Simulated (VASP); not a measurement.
# NaY3 (I4/mmm) in VASP: notebook, part 2 of 2

VASP 6.6.1.

## Step 4: Single point, PBE

This run uses another cell than the first one, of 33.30 Å³/atom.

The input, INCAR:

```
SYSTEM = NaY3
  PREC = Accurate
  ENCUT = 520
  EDIFF = 1E-6
  ISMEAR = -1
  SIGMA = 0.05
  LREAL = .FALSE.
  LASPH = .TRUE.
  NELM = 80
  ALGO = Fast
  ISIF = 2
  LWAVE = .FALSE.
  LCHARG = .FALSE.
  GGA = PE
  NBANDS = 28
```

The input, KPOINTS:

```
regular mesh
0
G
  8 8 8
  0 0 0
```

The input, POSCAR:

```
NaY3
1.0
   -2.4517504039      2.4517504039      5.5393582012
    2.4517504039     -2.4517504039      5.5393582012
    2.4517504039      2.4517504039     -5.5393582012
Y Na
3 1
Direct
    0.5000000000      0.5000000000      0.0000000000
    0.2500000000      0.7500000000      0.5000000000
    0.7500000000      0.2500000000      0.5000000000
    0.0000000000      0.0000000000      0.0000000000
```

Potentials or basis: VASP PAW PBE potentials, release 64 (Y_sv, Na_pv).

Command:

```
> cat potpaw_PBE.64/Y_sv/POTCAR potpaw_PBE.64/Na_pv/POTCAR > POTCAR
> mpirun -np 1 vasp_std > vasp.out
```

OUTCAR:

```text
SYSTEM = NaY3
   PREC = Accurate
   ENCUT = 520
   EDIFF = 1E-6
   ISMEAR = -1
   LREAL = .FALSE.
   LASPH = .TRUE.
   NELM = 80
   ISIF = 2
   GGA = PE

 ion  position               nearest neighbor table
   1  0.500  0.500  0.000-   4 3.47   4 3.47   4 3.47   4 3.47   3 3.70   2 3.70   3 3.70   3 3.70
                             2 3.70   2 3.70   3 3.70   2 3.70
   2  0.250  0.750  0.500-   3 3.47   3 3.47   3 3.47   3 3.47   1 3.70   1 3.70   1 3.70   1 3.70

   3  0.750  0.250  0.500-   2 3.47   2 3.47   2 3.47   2 3.47   1 3.70   1 3.70   1 3.70   1 3.70

   4  0.000  0.000  0.000-   1 3.47   1 3.47   1 3.47   1 3.47

  LATTYP: Found a body centered tetragonal cell.
 ALAT       =     4.9035008078
 C/A-ratio  =     2.2593483384

  Lattice vectors:

 A1 = (  -2.4517504039,   2.4517504039,   5.5393582012)
 A2 = (   2.4517504039,  -2.4517504039,   5.5393582012)
 A3 = (   2.4517504039,   2.4517504039,  -5.5393582012)

Analysis of symmetry for initial positions (statically):
=====================================================================
 Subroutine PRICEL returns:
 Original cell was already a primitive cell.

[... 175 lines left out ...]

 val. band max:        2.3742261046   @ k =   0.2500  -0.0000   0.0000
 cond. band min:       2.3863469534   @ k =  -0.2500  -0.3750   0.2500
 fundamental gap:      0.0121208488
 Fermi energy:         2.3791817013

 k-point     1 :       0.0000    0.0000    0.0000
  band No.  band energies     occupation
      1     -40.7675      2.00000
      2     -40.6151      2.00000
      3     -40.5544      2.00000
      4     -21.3618      2.00000
      5     -21.3618      2.00000
      6     -21.3364      2.00000
[... 733 lines left out ...]
     27       4.4546      0.00000
     28       4.9847      0.00000

 [... further k-points ...]

------------------------ aborting loop because EDIFF is reached ----------------------------------------

  FORCE on cell =-STRESS in cart. coord.  units (eV):
  Direction    XX          YY          ZZ          XY          YZ          ZX
  --------------------------------------------------------------------------------------
  -------------------------------------------------------------------------------------
  Total       -0.4895306     -0.4895306     -0.8977118      0.0000000     -0.0000000      0.0000000
  in kB       -5.8886867     -5.8886867    -10.7988013      0.0000000     -0.0000000      0.0000000
  external PRESSURE =      -7.5253916 kB  Pullay stress =       0.0000000 kB

 VOLUME and BASIS-vectors are now :
 -----------------------------------------------------------------------------
  energy-cutoff  :      520.00
  volume of cell :      133.19
      direct lattice vectors                 reciprocal lattice vectors
    -2.451750404  2.451750404  5.539358201     0.000000000  0.203935931  0.090263164
     2.451750404 -2.451750404  5.539358201     0.203935931  0.000000000  0.090263164
     2.451750404  2.451750404 -5.539358201     0.203935931  0.203935931  0.000000000

 POSITION                                       TOTAL-FORCE (eV/Angst)
 -----------------------------------------------------------------------------------
      0.00000      0.00000      5.53936         0.000000      0.000000     -0.000000
      2.45175      0.00000      2.76968        -0.000000      0.000000      0.000000
      0.00000      2.45175      2.76968         0.000000     -0.000000     -0.000000
      0.00000      0.00000      0.00000         0.000000      0.000000     -0.000000
 -----------------------------------------------------------------------------------
    total drift:                               -0.000000      0.000000     -0.000000

  FREE ENERGIE OF THE ION-ELECTRON SYSTEM (eV)
  ---------------------------------------------------
  free  energy   TOTEN  =       -19.4327371114 eV

  energy  without entropy=      -19.3731935603  energy(sigma->0) =      -19.40296534
```

OSZICAR:

```text
N       E                     dE             d eps       ncg     rms          rms(c)
DAV:   1     0.250575755337E+03    0.25058E+03   -0.20000E+04  3480   0.139E+03
DAV:   2     0.516364897576E+01   -0.24541E+03   -0.23984E+03  3480   0.352E+02
DAV:   3    -0.178457997886E+02   -0.23009E+02   -0.22396E+02  6020   0.763E+01
[... 23 lines left out ...]
RMM:  27    -0.194327325098E+02   -0.19697E-05   -0.20839E-05  2928   0.767E-03    0.560E-03
RMM:  28    -0.194327342402E+02   -0.17304E-05   -0.18317E-05  2878   0.690E-03    0.660E-03
RMM:  29    -0.194327353758E+02   -0.11356E-05   -0.12497E-05  2611   0.596E-03    0.794E-03
RMM:  30    -0.194327364002E+02   -0.10244E-05   -0.10961E-05  2509   0.541E-03    0.853E-03
RMM:  31    -0.194327371114E+02   -0.71122E-06   -0.75719E-06  2435   0.497E-03
   1 F= -.19432737E+02 E0= -.19402965E+02  d E =-.595436E-01
```

stdout:

```text
POSCAR found type information on POSCAR Y Na
 POSCAR found :  2 types and       4 ions
 scaLAPACK will be used
 LDA part: xc-table for (Slater+PW92), standard interpolation
 POSCAR, INCAR and KPOINTS ok, starting setup
 FFT: planning ... GRIDC
 FFT: planning ... GRID_SOFT
 FFT: planning ... GRID
 WAVECAR not read
 entering main loop
WARNING in EDDRMM: call to ZHEGV failed, returncode =   8  4     21
WARNING in EDDRMM: call to ZHEGV failed, returncode =   8  4     16
WARNING in EDDRMM: call to ZHEGV failed, returncode =   6  3      8
WARNING in EDDRMM: call to ZHEGV failed, returncode =   6  3     16
WARNING in EDDRMM: call to ZHEGV failed, returncode =   6  3     16
```

It took 11 min on 1 thread of Intel Xeon Platinum 8559C (Emerald Rapids), shared host; peak memory 0.49 GiB.

What came out:

```
Free energy            : -19.4327 eV
Pressure               : -0.8 GPa
Band gap on the k mesh : zero (bands 20 and 21 overlap by 0.53 eV)
```

## Step 5: Single point, PBE

This run uses another cell than the first one, of 33.95 Å³/atom.

The input, INCAR:

```
SYSTEM = NaY3
  PREC = Accurate
  ENCUT = 520
  EDIFF = 1E-7
  ISMEAR = -1
  SIGMA = 0.05
  LREAL = .False.
  LASPH = .True.
  NELM = 80
  ALGO = Fast
  ISIF = 2
  LWAVE = .False.
  LCHARG = .False.
  GGA = PE
  NBANDS = 28
```

The input, KPOINTS:

```
Automatic mesh
0
Gamma
  8 8 8
  0 0 0
```

The input, POSCAR:

```
NaY3
1.0
   -2.4676713071      2.4676713071      5.5753290675
    2.4676713071     -2.4676713071      5.5753290675
    2.4676713071      2.4676713071     -5.5753290675
Y Na
3 1
Direct
    0.5000000000      0.5000000000      0.0000000000
    0.2500000000      0.7500000000      0.5000000000
    0.7500000000      0.2500000000      0.5000000000
    0.0000000000      0.0000000000      0.0000000000
```

Command:

```
> cat potpaw_PBE.64/Y_sv/POTCAR potpaw_PBE.64/Na_pv/POTCAR > POTCAR
> mpirun -np 1 vasp_std > vasp.out
```

Run time: 15 min. Hardware: 1 thread of Intel Xeon Platinum 8559C (Emerald Rapids), shared host; peak memory 0.49 GiB.

It converged, with:

```yaml
Free_energy: -19.4162 eV
Pressure: -1.3 GPa
Band_gap_on_the_k_mesh: zero (bands 20 and 21 overlap by 0.51 eV)
```

Stress tensor (GPa, compression positive):
```
-1.10  0.00  0.00
 0.00 -1.10  0.00
 0.00  0.00 -1.62
```

Levels at points of the mesh, in eV from the Fermi level:
| k point | band 17 | band 18 | band 19 | band 20 | band 21 | band 22 | band 23 | band 24 |
| --- | --- | --- | --- | --- | --- | --- | --- | --- |
| (0.00, 0.00, 0.00) | -1.32 | -0.97 | -0.21 | 0.29 | 0.29 | 0.29 | 0.96 | 0.96 |
| (0.50, 0.00, 0.00) | -2.10 | -0.84 | -0.36 | -0.25 | 0.33 | 0.45 | 1.07 | 1.13 |
| (0.50, 0.50, 0.00) | -1.49 | -1.39 | -1.05 | -0.12 | 0.47 | 0.52 | 0.53 | 0.76 |
| (0.50, 0.50, 0.50) | -2.75 | -1.45 | -0.60 | -0.23 | -0.23 | -0.02 | 1.09 | 1.88 |

## Step 6: Single point, PBE

This run uses another cell than the first one, of 34.60 Å³/atom.

INCAR: that of step 5 with these lines changed.

```diff
@@ -3,3 +3,3 @@
   ENCUT = 520
-  EDIFF = 1E-7
+  EDIFF = 1E-6
   ISMEAR = -1
```

KPOINTS is that of step 5.

The input, POSCAR:

```
NaY3
1.0
   -2.4833893825      2.4833893825      5.6108416751
    2.4833893825     -2.4833893825      5.6108416751
    2.4833893825      2.4833893825     -5.6108416751
Y Na
3 1
Direct
    0.5000000000      0.5000000000      0.0000000000
    0.2500000000      0.7500000000      0.5000000000
    0.7500000000      0.2500000000      0.5000000000
    0.0000000000      0.0000000000      0.0000000000
```

Potentials or basis: VASP PAW PBE potentials, release 64 (Y_sv, Na_pv).

Command:

```
> cat potpaw_PBE.64/Y_sv/POTCAR potpaw_PBE.64/Na_pv/POTCAR > POTCAR
> mpirun -np 1 vasp_std > vasp.out
```

It took 12 min on 1 thread of Intel Xeon Platinum 8559C (Emerald Rapids), shared host; peak memory 0.49 GiB.

The run converged. Its results:

- Free energy: -19.3916 eV
- Pressure: -1.7 GPa
- Band gap on the k mesh: zero (bands 20 and 21 overlap by 0.50 eV)

Stress tensor (GPa, compression positive):
```
-1.56  0.00  0.00
 0.00 -1.56  0.00
 0.00  0.00 -2.11
```

Levels at points of the mesh, in eV from the Fermi level:
```
           k point  band 16  band 17  band 18  band 19  band 20  band 21  band 22  band 23  band 24  band 25
(0.00, 0.00, 0.00)    -4.39    -1.29    -0.94    -0.20     0.29     0.29     0.29     0.94     0.94     0.95
(0.50, 0.00, 0.00)    -2.55    -2.10    -0.84    -0.38    -0.23     0.33     0.44     1.06     1.11     1.45
(0.50, 0.50, 0.00)    -1.52    -1.50    -1.39    -1.06    -0.11     0.44     0.48     0.52     0.75     1.13
(0.50, 0.50, 0.50)    -3.21    -2.73    -1.42    -0.58    -0.21    -0.21    -0.01     1.08     1.85     2.28
```

## Step 7: Summary

| cell | further INCAR settings | gap on the mesh (eV) | pressure (GPa) |
| --- | --- | --- | --- |
| a = 6.448 Å, angles 135.9, 135.9, 64.1°, 4 atoms | ALGO = Fast; EDIFF = 1e-06; NBANDS = 28 | none | 0.4 |
| a = 6.492 Å, angles 135.9, 135.9, 64.1°, 4 atoms | ALGO = Fast; EDIFF = 1e-06; NBANDS = 28 | none | -0.2 |
| a = 6.535 Å, angles 135.9, 135.9, 64.1°, 4 atoms | ALGO = Fast; EDIFF = 1e-06; NBANDS = 28 | none | -0.8 |
| a = 6.577 Å, angles 135.9, 135.9, 64.1°, 4 atoms | ALGO = Fast; EDIFF = 1e-07; NBANDS = 28 | none | -1.3 |
| a = 6.619 Å, angles 135.9, 135.9, 64.1°, 4 atoms | ALGO = Fast; EDIFF = 1e-06; NBANDS = 28 | none | -1.7 |

Alike in all rows: task single point; level PBE; potentials or basis VASP PAW PBE potentials, release 64 (Y_sv, Na_pv); no spin polarisation; k mesh 8 × 8 × 8; cutoff (eV) 520; smearing fermi-dirac 0.05 eV.

Absolute energies hang on the potentials; compare differences alone.
